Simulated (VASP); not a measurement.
# InO in VASP: single point with PBEsol

Aim: the single point of InO with PBEsol.

Everything below comes from runs of VASP 6.6.1. Logs are shortened: lines on timing, memory, paths and dates and some standing lists are left out, and cuts for length are marked.

## (1) The cell of the first run

The cell holds a slab with vacuum, 4 atoms: a = 3.626 Å, b = 3.626 Å, c = 15.083 Å, α = 90.00°, β = 90.00°, γ = 120.00°.

## (2) Single point, PBEsol (strain +0.050 along x and y, -0.050 along z)

INCAR

```
PREC     = Accurate       # precision mode
ENCUT    = 520            # plane-wave cutoff, eV
EDIFF    = 1E-7           # SCF threshold, eV
ISMEAR   = 0              # smearing method
SIGMA    = 0.03           # smearing width, eV
LREAL    = False          # projectors in reciprocal space
LASPH    = True           # aspherical terms in the spheres
NELM     = 60             # most SCF steps
ALGO     = Normal         # electronic algorithm
ISIF     = 2              # what is computed and relaxed
LWAVE    = False          # write WAVECAR
LCHARG   = False          # write CHGCAR
GGA      = PS             # functional
NBANDS   = 27             # bands
```

KPOINTS

```
regular mesh
0
Gamma
  12 12 2
```

POSCAR

```
InO
1.0
    3.6262944914      0.0000000000      0.0000000000
   -1.8131472457      3.1404631511      0.0000000000
    0.0000000000      0.0000000000     15.0832450000
In O
2 2
Direct
    0.6666666667      0.3333333333      0.5900210000
    0.6666666667      0.3333333333      0.4099790000
    0.0000000000      0.0000000000      0.6398670000
    0.0000000000      0.0000000000      0.3601330000
```

Potentials or basis: VASP PAW PBE potentials, release 64 (In_d, O).

Run with:

```
$ cat potpaw_PBE.64/In_d/POTCAR potpaw_PBE.64/O/POTCAR > POTCAR
$ mpirun -np 1 vasp_std > vasp.out
```

OUTCAR:

```text
PREC = Accurate
   ENCUT = 520
   EDIFF = 1E-7
   ISMEAR = 0
   LREAL = False
   LASPH = True
   NELM = 60
   ISIF = 2
   GGA = PS

 ion  position               nearest neighbor table
   1  0.667  0.333  0.590-   3 2.22   3 2.22   3 2.22   2 2.72
   2  0.667  0.333  0.410-   4 2.22   4 2.22   4 2.22   1 2.72
   3  0.000  0.000  0.640-   1 2.22   1 2.22   1 2.22
   4  0.000  0.000  0.360-   2 2.22   2 2.22   2 2.22

  LATTYP: Found a hexagonal cell.
 ALAT       =     3.6262944914
 C/A-ratio  =     4.1594098427

  Lattice vectors:

 A1 = (   3.6262944914,   0.0000000000,   0.0000000000)
 A2 = (  -1.8131472457,   3.1404631511,   0.0000000000)
 A3 = (   0.0000000000,   0.0000000000,  15.0832450000)

Analysis of symmetry for initial positions (statically):
=====================================================================
 Subroutine PRICEL returns:
 Original cell was already a primitive cell.

 Routine SETGRP: Setting up the symmetry group for a
 hexagonal supercell.

 Subroutine GETGRP returns: Found 12 space group operations
 (whereof 12 operations were pure point group operations)
 out of a pool of 24 trial point group operations.

The static configuration has the point symmetry D_3h.

Analysis of symmetry for dynamics (positions and initial velocities):
=====================================================================
 Subroutine PRICEL returns:
 Original cell was already a primitive cell.

 Routine SETGRP: Setting up the symmetry group for a
 hexagonal supercell.

 Subroutine GETGRP returns: Found 12 space group operations
 (whereof 12 operations were pure point group operations)
 out of a pool of 24 trial point group operations.

The dynamic configuration has the point symmetry D_3h.

 Subroutine INISYM returns: Found 12 space group operations
 (whereof 12 operations are pure point group operations),
 and found     1 'primitive' translations

----------------------------------------------------------------------------------------

                                     Primitive cell

  volume of cell :     171.7717

  direct lattice vectors                    reciprocal lattice vectors
     3.626294491  0.000000000  0.000000000     0.275763593  0.159212185  0.000000000
    -1.813147246  3.140463151  0.000000000     0.000000000  0.318424370  0.000000000
[... 87 lines left out ...]
   ENCUT  =  520.0 eV  38.22 Ry    6.18 a.u.   6.74  6.74 28.04*2*pi/ulx,y,z
   NELM   =     60;   NELMIN=  2; NELMDL= -5     # of ELM steps
   EDIFF  = 0.1E-06   stopping-criterion for ELM
   LREAL  =      F    real-space projection
   EDIFFG = 0.1E-05   stopping-criterion for IOM
   NSW    =      0    number of steps for IOM
   IBRION =     -1    ionic relax: 0-MD 1-quasi-New 2-CG
   NFREE  =      0    steps in history (QN), initial steepest desc. (CG)
   ISIF   =      2    stress and relaxation
   ISYM   =      2    0-nonsym 1-usesym 2-fastsym
   POTIM  = 0.5000    time-step for ionic-motion
   TEBEG  =    0.0;   TEEND  =   0.0 temperature during run
   PSTRESS=    0.0 pullay stress
   NELECT =      38.0000    total number of electrons
   NUPDOWN=      -1.0000    fix difference up-down
   EMIN   =  10.00;   EMAX   =-10.00  energy-range for DOS
   EFERMI =   0.00;   METHOD = LEGACY
   ISMEAR =     0;   SIGMA  =   0.03  broadening in eV -4-tet -1-fermi 0-gaus
   EFERMI_NEDOS =   21; number of points for ismear=-14 and -15
   IALGO  =     38    algorithm
   IMIX   =      4    mixing-type and parameters
     AMIX     =   0.40;   BMIX     =  1.00
     AMIX_MAG =   1.60;   BMIX_MAG =  1.00
  volume/ion in A,a.u.               =      42.94       289.79
  Fermi-wavevector in a.u.,A,eV,Ry     =   0.990115  1.871045 13.338160  0.980327
  Thomas-Fermi vector in A             =   2.121762
   LORBIT       =      0    0 simple, 1 ext, 2 COOP (PROOUT), +10 PAW based schemes
   GGA     = PS    functional components
   LHFCALC =     F    Hartree Fock is set to
   AEXX    =    0.0000 exact exchange contribution
   IVDW    =     0    specifies the selected vdW correction
   LEPSILON=     F    determine dielectric tensor
   LRPA    =     F    only Hartree local field effects (RPA)
 non-spin polarized calculation
 Gauss-broadening in eV      SIGMA  =   0.03
  energy-cutoff  :      520.00
  volume of cell :      171.77
 maximum number of plane-waves:      4653
 NGX is ok and might be reduce to    28
   NGX = 13   NGY = 13   NGZ = 57

 number of electron      37.9999997 magnetization

 Free energy of the ion-electron system (eV)
  ---------------------------------------------------
  ext. energy  EPLUGINS =         0.00000000
  ---------------------------------------------------
  free energy    TOTEN  =       -20.35964478 eV

  energy without entropy =      -20.35964478  energy(sigma->0) =      -20.35964478

 E-fermi :  -1.8617     XC(G=0):  -4.8957

 val. band max:       -2.0015399744   @ k =   0.1667   0.1667   0.5000
 cond. band min:      -1.7400847396   @ k =   0.0000   0.0000   0.5000
 fundamental gap:      0.2614552348
 Fermi energy:        -1.8616840631

 k-point     1 :       0.0000    0.0000    0.0000
  band No.  band energies     occupation
      1     -18.8872      2.00000
      2     -18.8583      2.00000
      3     -15.5141      2.00000
      4     -15.3641      2.00000
      5     -15.3641      2.00000
      6     -15.2780      2.00000
[... 709 lines left out ...]
     26       6.3897      0.00000
     27       6.9191      0.00000

 [... further k-points ...]

------------------------ aborting loop because EDIFF is reached ----------------------------------------

  FORCE on cell =-STRESS in cart. coord.  units (eV):
  Direction    XX          YY          ZZ          XY          YZ          ZX
  --------------------------------------------------------------------------------------
  -------------------------------------------------------------------------------------
  Total       -6.8037569     -6.8037569      0.5207063      0.0000000     -0.0000000     -0.0000000
  in kB      -63.4611312    -63.4611312      4.8568180      0.0000000     -0.0000000     -0.0000000
  external PRESSURE =     -40.6884815 kB  Pullay stress =       0.0000000 kB

 VOLUME and BASIS-vectors are now :
 -----------------------------------------------------------------------------
  energy-cutoff  :      520.00
  volume of cell :      171.77
      direct lattice vectors                 reciprocal lattice vectors
     3.626294491  0.000000000  0.000000000     0.275763593  0.159212185  0.000000000
    -1.813147246  3.140463151  0.000000000     0.000000000  0.318424370  0.000000000
     0.000000000  0.000000000 15.083245000     0.000000000  0.000000000  0.066298731

 POSITION                                       TOTAL-FORCE (eV/Angst)
 -----------------------------------------------------------------------------------
      1.81315      1.04682      8.89943         0.000000     -0.000000      1.153212
      1.81315      1.04682      6.18381        -0.000000      0.000000     -1.153212
      0.00000      0.00000      9.65127         0.000000      0.000000     -0.600748
      0.00000      0.00000      5.43197         0.000000      0.000000      0.600748
 -----------------------------------------------------------------------------------
    total drift:                                0.000001     -0.000001      0.000000

  FREE ENERGIE OF THE ION-ELECTRON SYSTEM (eV)
  ---------------------------------------------------
  free  energy   TOTEN  =       -20.3596447795 eV

  energy  without entropy=      -20.3596447795  energy(sigma->0) =      -20.35964478
```

stdout:

```text
POSCAR found type information on POSCAR InO
 POSCAR found :  2 types and       4 ions
 scaLAPACK will be used
 -----------------------------------------------------------------------------
|                                                                             |
|                                                                             |
|     You enforced a specific xc type in the INCAR file but a different       |
|     I HOPE YOU KNOW WHAT YOU ARE DOING!                                     |
|                                                                             |
 -----------------------------------------------------------------------------

 LDA part: xc-table for (Slater+PW92), standard interpolation
 POSCAR, INCAR and KPOINTS ok, starting setup
 FFT: planning ... GRIDC
 FFT: planning ... GRID_SOFT
 FFT: planning ... GRID
 WAVECAR not read
 entering main loop
```

Wall time 6.3 min (1 thread of Intel Xeon 8259CL, shared host); peak memory 0.36 GiB.

Results:

```yaml
Free_energy: -20.3596 eV
Largest_force: 1.153 eV/Å
Band_gap_on_the_k_mesh: 0.26 eV (least direct gap 0.75 eV)
```

Forces on the atoms (eV/Å):
```
In   0.000  0.000  1.153
In   0.000  0.000 -1.153
O    0.000  0.000 -0.601
O    0.000  0.000  0.601
```

Caveat: the cell differs from its parent crystal (strain +0.050 along x and y, -0.050 along z); the PAW data sets were made with another functional, which shifts forces and pressure a little; spin-orbit coupling is left out, which moves the levels of the heavy elements.
